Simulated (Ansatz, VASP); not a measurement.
# CuAu: VASP beside Ansatz

```
Cu Au
1.0
     2.88400    0.00000    0.00000
     0.00000    2.88400    0.00000
     0.00000    0.00000    3.78010
Cu Au
1 1
Direct
  0.50000 0.50000 0.50000
  0.00000 0.00000 0.00000
```

Change from the starting cell: strain +0.030 along x and y, +0.030 along z, atoms carried along.

Alike in both runs: task single point; functional PBE; k mesh 18 × 18 × 14; occupations gaussian, width 0.15 eV; no spin polarisation.

|  | VASP | Ansatz |
| --- | --- | --- |
| version | VASP 6.6.1 | Ansatz 0.2.0 |
| potentials or method | VASP PAW PBE potentials, release 64 (Cu, Au), cutoff 520 eV | scalar-relativistic, plane waves, PAW |
| valence electrons in the cell | 22 | 38 |

Ansatz gave:

* gap on the k mesh at the Fermi level (eV): none
* pressure (GPa): -5.7
* traceless stress, the component that is largest in VASP (GPa): -0.41

Problem. What did VASP give for the same quantities?

Solution. gap on the k mesh at the Fermi level (eV): none; pressure (GPa): -5.6; traceless stress, the component that is largest in VASP (GPa): -0.39.

A gap of «none» marks a metal or a gap that the smearing closes. VASP's potentials hold 22 valence electrons a cell and Ansatz's 38, so a difference there can come from the potentials and not from the codes.

Spin-orbit coupling is off throughout.
